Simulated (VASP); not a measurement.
Write the native input for VASP 6.6.1 that does the following.

| Quantity | Value |
| --- | --- |
| Task | single point |
| Functional | PBEsol |
| Potentials or basis | VASP PAW PBE potentials, release 64 (Al) |
| Cutoff | 520 eV |
| k mesh | 18 × 18 × 10 |
| Occupations | fermi-dirac, width 0.15 eV |
| Spin | no spin polarisation |
| Dipole correction | no |
| Further INCAR settings | ALGO = Normal; EDIFF = 1e-07; NBANDS = 10 |

The structure of Al lies in POSCAR:

```
Al
1.0
    2.8216946789      0.0000000000      0.0000000000
   -1.4108473394      2.4436592736      0.0000000000
    0.0000000000      0.0000000000      4.6423690913
Al
2
Direct
    0.6666666667      0.3333333333      0.7500000000
    0.3333333333      0.6666666667      0.2500000000
```

This isn't the form of Al at room conditions, which is fcc.

One way to write it, as run:

INCAR

```
SYSTEM = Al
PREC = Accurate ; ENCUT = 520
EDIFF = 1E-7 ; ISMEAR = -1
SIGMA = 0.15 ; LREAL = .False.
LASPH = .True. ; NELM = 60
ALGO = Normal ; ISIF = 2
LWAVE = .False. ; LCHARG = .False.
GGA = PS ; NBANDS = 10
```

KPOINTS

```
regular mesh
0
Gamma
  18 18 10
  0 0 0
```

Potentials or basis: VASP PAW PBE potentials, release 64 (Al).

Launch:

```sh
$ cat potpaw_PBE.64/Al/POTCAR > POTCAR
$ mpirun -np 1 vasp_std > vasp.out
```

It gave:

The pressure is 1.7 GPa. The band gap on the k mesh is zero (bands 3 and 4 overlap by 7.38 eV).

Caveat: the PAW data sets were made with another functional, which shifts forces and pressure a little.

It took 47 s on 1 thread of Intel Xeon 8259CL (shared host), peak memory 0.19 GiB.
